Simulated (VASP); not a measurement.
Crystal: Al4Pt.

```xyz
5
Lattice="-2.6550 2.6550 2.6550 2.6550 -2.6550 2.6550 2.6550 2.6550 -2.6550" Properties=species:S:1:pos:R:3 pbc="T T T"
Al    1.3275    1.3275    1.3275
Al   -1.3275    1.3275    1.3275
Al    1.3275    1.3275   -1.3275
Al    1.3275   -1.3275    1.3275
Pt    0.0000    0.0000    0.0000
```

| Item | Value |
| --- | --- |
| Program | VASP 6.6.1 |
| Task | relaxation of cell and atoms |
| Functional | PBE |
| Potentials or basis | VASP PAW PBE potentials, release 64 (Al, Pt) |
| Cutoff | 600 eV |
| k mesh | 4 × 4 × 4 |
| Occupations | gaussian, width 0.1 eV |
| Spin | no spin polarisation |

At the start: pressure 46.0 GPa; volume 14.97 Å³/atom.

**Question.** How do energy, volume and symmetry change on relaxing?

**Answer.** Over 4 steps the energy falls by 523.7 meV/atom and the volume is 19.65 Å³/atom (+31.2 %); space group Im-3m (No. 229, to 0.05 Å).

The path:
| step | energy change (eV) | largest force (eV/Å) | pressure (GPa) | volume (Å³) |
| --- | --- | --- | --- | --- |
| 1 | 0.0000 | 0.0000 | 46.05 | 74.86 |
| 2 | -0.6209 | 0.0000 | -13.74 | 131.83 |
| 3 | -2.6161 | 0.0000 | -0.91 | 98.90 |
| 4 | -2.6187 | 0.0000 | -0.28 | 98.23 |

Final structure:
```xyz
5
Lattice="-2.9066 2.9066 2.9066 2.9066 -2.9066 2.9066 2.9066 2.9066 -2.9066" Properties=species:S:1:pos:R:3 pbc="T T T"
Al    1.4533    1.4533    1.4533
Al   -1.4533    1.4533    1.4533
Al    1.4533    1.4533   -1.4533
Al    1.4533   -1.4533    1.4533
Pt    0.0000    0.0000    0.0000
```

Caveat: the k points lie up to 0.38 Å⁻¹ apart in the final cell; the volume moved by over 15 % at a fixed basis, so the end points are rough.
